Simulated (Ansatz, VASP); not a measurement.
**TaN: VASP beside Ansatz**

```
CELL_PARAMETERS angstrom
2.87802 0.00000 0.00000
-1.43901 2.49244 0.00000
0.00000 0.00000 2.82415
ATOMIC_POSITIONS crystal
Ta 0.33333 0.66667 0.50000
N 0.00000 0.00000 0.00000
```

Change from the starting cell: volume scaled by 0.94, crystal datasets.

Alike in both runs: task electric field gradients; functional LDA; k mesh 12 × 12 × 10; occupations fermi-dirac, width 0.02 eV; no spin polarisation.

```csv
,VASP,Ansatz
version,VASP 6.6.1,Ansatz 0.2.0
potentials or method,"VASP PAW LDA potentials, release 64 (Ta_pv, N), cutoff 520 eV","all-electron PAW with datasets made for the crystal, scalar-relativistic"
```

|  | VASP | Ansatz | Ansatz less VASP |
| --- | --- | --- | --- |
| pressure (GPa) | 14.2 | 11.8 | -2.46 |
| traceless stress, the component that is largest in VASP (GPa) | 1.01 | 0.78 | -0.233 |
| size of Vzz on the site where it differs most (V/Å²) | 8.6 | 49.7 | +41.03 |

LDA's correlation is that of Perdew and Zunger in VASP and of Perdew and Wang (1992) in Ansatz. One of these differences is far larger than is usual between the two programs; its cause wasn't traced. Ansatz ran all-electron here, and VASP with PAW potentials.

Neither program's run includes spin-orbit coupling.
